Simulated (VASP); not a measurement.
# Fe (Fmmm) in VASP: a series of runs, part 2 of 2

VASP 6.6.1. The steps go on from the part before.

## Step 3: Single point, PBEsol, collinear spin, ferromagnetic start

File INCAR:

```
ALGO = Normal ; EDIFF = 1E-6
ENCUT = 520 ; GGA = PS
ISIF = 2 ; ISMEAR = -1
ISPIN = 2 ; LASPH = True
LCHARG = False ; LMAXMIX = 4
LORBIT = 11 ; LREAL = False
LWAVE = False ; MAGMOM = 3
NBANDS = 14 ; NELM = 150
PREC = Accurate ; SIGMA = 0.05
```

File KPOINTS:

```
k-points
0
Gamma
  13 13 13
```

File POSCAR:

```
Fe
1.0
    0.0000000000      1.9417396906      1.9651051623
    1.4984397099      0.0000000000      1.9651051623
    1.4984397099      1.9417396906      0.0000000000
Fe
1
Direct
    0.0000000000      0.0000000000      0.0000000000
```

Potentials or basis: VASP PAW PBE potentials, release 64 (Fe).

The run is started by

```sh
cat potpaw_PBE.64/Fe/POTCAR > POTCAR
mpirun -np 1 vasp_std > vasp.out
```

OUTCAR:

```text
EDIFF = 1E-6
   ENCUT = 520
   GGA = PS
   ISIF = 2
   ISMEAR = -1
   ISPIN = 2
   LASPH = True
   LORBIT = 11
   LREAL = False
   NELM = 150
   PREC = Accurate

 ion  position               nearest neighbor table
   1  0.000  0.000  0.000-

  LATTYP: Found a face centered orthorhombic cell.
 ALAT       =     2.9968794198
 B/A-ratio  =     1.2958410524
 C/A-ratio  =     1.3114342535

  Lattice vectors:

[... 1025 lines left out ...]
  --------------------------------------------------------------------------------------
  -------------------------------------------------------------------------------------
  Total       -1.0972823     -0.5061027     -0.6066291      0.0000000      0.0000000      0.0000000
  in kB     -153.7385817    -70.9092917    -84.9939025      0.0000000      0.0000000      0.0000000
  external PRESSURE =    -103.2139253 kB  Pullay stress =       0.0000000 kB

 VOLUME and BASIS-vectors are now :
 -----------------------------------------------------------------------------
  energy-cutoff  :      520.00
  volume of cell :       11.44
      direct lattice vectors                 reciprocal lattice vectors
     0.000000000  1.941739691  1.965105162    -0.333680426  0.257501045  0.254439309
     1.498439710  0.000000000  1.965105162     0.333680426 -0.257501045  0.254439309
     1.498439710  1.941739691  0.000000000     0.333680426  0.257501045 -0.254439309

 POSITION                                       TOTAL-FORCE (eV/Angst)
 -----------------------------------------------------------------------------------
      0.00000      0.00000      0.00000        -0.000000      0.000000      0.000000
 -----------------------------------------------------------------------------------
    total drift:                                0.000000     -0.000000     -0.000000

  FREE ENERGIE OF THE ION-ELECTRON SYSTEM (eV)
  ---------------------------------------------------
  free  energy   TOTEN  =        -8.8807231443 eV

  energy  without entropy=       -8.8711452033  energy(sigma->0) =       -8.87593417

 total charge

# of ion       s       p       d       tot
------------------------------------------
    1        0.487   0.538   6.234   7.260

 magnetization (x)

# of ion       s       p       d       tot
------------------------------------------
    1       -0.014  -0.049   2.254   2.190
```

stdout:

```text
POSCAR found type information on POSCAR Fe
 POSCAR found :  1 types and       1 ions
 scaLAPACK will be used
 -----------------------------------------------------------------------------
|                                                                             |
|                                                                             |
|     You enforced a specific xc type in the INCAR file but a different       |
|     I HOPE YOU KNOW WHAT YOU ARE DOING!                                     |
|                                                                             |
 -----------------------------------------------------------------------------

 LDA part: xc-table for (Slater+PW92), standard interpolation
 POSCAR, INCAR and KPOINTS ok, starting setup
 FFT: planning ... GRIDC
 FFT: planning ... GRID_SOFT
 FFT: planning ... GRID
 WAVECAR not read
 entering main loop
```

It took 30 s on 1 thread of Intel Xeon 6975P-C (Granite Rapids), shared host; peak memory 0.2 GiB.

Results:

| Quantity | Value |
| --- | --- |
| Free energy | -8.8807 eV |
| Pressure | -10.3 GPa |
| Net moment | 2.20 μB per cell |
| Site moments | Fe +2.19 μB |
| Valence electrons inside the program's atomic spheres | Fe 7.26 |

Caveat: the PAW data sets were made with another functional, which shifts forces and pressure a little.

## Step 4: Single point, PBE

File INCAR:

```
SYSTEM = Fe
  ALGO = Normal
  EDIFF = 1E-7
  ENCUT = 520
  GGA = PE
  ISIF = 2
  ISMEAR = -1
  LASPH = .True.
  LCHARG = .False.
  LREAL = .False.
  LWAVE = .False.
  NBANDS = 10
  NELM = 60
  PREC = Accurate
  SIGMA = 0.05
```

File KPOINTS:

```
k-points
0
Gamma
  13 13 13
  0 0 0
```

POSCAR is that of step 3.

Potentials or basis: VASP PAW PBE potentials, release 64 (Fe).

The run is started by

```sh
cat potpaw_PBE.64/Fe/POTCAR > POTCAR
mpirun -np 1 vasp_std > vasp.out
```

OUTCAR:

```text
SYSTEM = Fe
   EDIFF = 1E-7
   ENCUT = 520
   GGA = PE
   ISIF = 2
   ISMEAR = -1
   LASPH = .True.
   LREAL = .False.
   NELM = 60
   PREC = Accurate

 ion  position               nearest neighbor table
   1  0.000  0.000  0.000-

  LATTYP: Found a face centered orthorhombic cell.
 ALAT       =     2.9968794198
 B/A-ratio  =     1.2958410524
 C/A-ratio  =     1.3114342535

  Lattice vectors:

 A1 = (   0.0000000000,   1.9417396906,   1.9651051623)
 A2 = (   1.4984397099,   0.0000000000,   1.9651051623)
 A3 = (   1.4984397099,   1.9417396906,   0.0000000000)

[... 482 lines left out ...]
      3       3.9551      2.00000
      4       5.4199      1.99867
      5       6.2175      0.00035
      6       7.6998      0.00000
      7      15.8637      0.00000
      8      21.5480      0.00000
      9      26.2010      0.00000
     10      31.7135      0.00000

 [... further k-points ...]
[... 5 lines left out ...]
  --------------------------------------------------------------------------------------
  -------------------------------------------------------------------------------------
  Total       -0.3731003     -1.8522571     -2.0260122      0.0000000      0.0000000      0.0000000
  in kB      -52.2745213   -259.5169841   -283.8615433      0.0000000      0.0000000      0.0000000
  external PRESSURE =    -198.5510162 kB  Pullay stress =       0.0000000 kB

 VOLUME and BASIS-vectors are now :
 -----------------------------------------------------------------------------
  energy-cutoff  :      520.00
  volume of cell :       11.44
      direct lattice vectors                 reciprocal lattice vectors
     0.000000000  1.941739691  1.965105162    -0.333680426  0.257501045  0.254439309
     1.498439710  0.000000000  1.965105162     0.333680426 -0.257501045  0.254439309
     1.498439710  1.941739691  0.000000000     0.333680426  0.257501045 -0.254439309

 POSITION                                       TOTAL-FORCE (eV/Angst)
 -----------------------------------------------------------------------------------
      0.00000      0.00000      0.00000         0.000000      0.000000      0.000000
 -----------------------------------------------------------------------------------
    total drift:                                0.000000     -0.000000      0.000000

  FREE ENERGIE OF THE ION-ELECTRON SYSTEM (eV)
  ---------------------------------------------------
  free  energy   TOTEN  =        -7.7591761167 eV

  energy  without entropy=       -7.7318888761  energy(sigma->0) =       -7.74553250
```

stdout:

```text
POSCAR found type information on POSCAR Fe
 POSCAR found :  1 types and       1 ions
 scaLAPACK will be used
 LDA part: xc-table for (Slater+PW92), standard interpolation
 POSCAR, INCAR and KPOINTS ok, starting setup
 FFT: planning ... GRIDC
 FFT: planning ... GRID_SOFT
 FFT: planning ... GRID
 WAVECAR not read
 entering main loop
```

Wall time 67 s (1 thread of AMD EPYC 7R43 (Zen 3), shared host); peak memory 0.12 GiB.

What came out:

- Free energy: -7.7592 eV
- Pressure: -19.9 GPa
- Band gap on the k mesh: zero (band 4 reaches 6.62 eV, above the bottom of band 5 at 4.92 eV)

Stress tensor (GPa, compression positive):
```
 -5.23   0.00   0.00
  0.00 -25.95   0.00
  0.00   0.00 -28.39
```

Levels at points of the mesh, in eV from the Fermi level:
```
           k point  band 2  band 3  band 4  band 5  band 6  band 7
(0.00, 0.00, 0.00)   -1.75   -1.63   -1.24   -0.31    0.17   23.73
```

Caveat: the run has no spin polarisation, though such a crystal can be magnetic.

## Step 5: Overview

```csv
level,potentials or basis,spin,gap on the mesh (eV),pressure (GPa),moment (μB)
LDA,"VASP PAW LDA potentials, release 64 (Fe)","collinear, ferromagnetic start",none,-19.5,2.11
PBEsol,"VASP PAW PBE potentials, release 64 (Fe)","collinear, ferromagnetic start",none,-10.3,2.20
PBE,"VASP PAW PBE potentials, release 64 (Fe)",off,none,-19.9,-
```

Alike in all rows: task single point; cell as given; k mesh 13 × 13 × 13; cutoff (eV) 520; smearing fermi-dirac 0.05 eV.

Caveats: the PAW data sets were made with another functional, which shifts forces and pressure a little (some runs).

Total energies depend on the potentials used, so only differences within one code and one set of settings carry meaning.
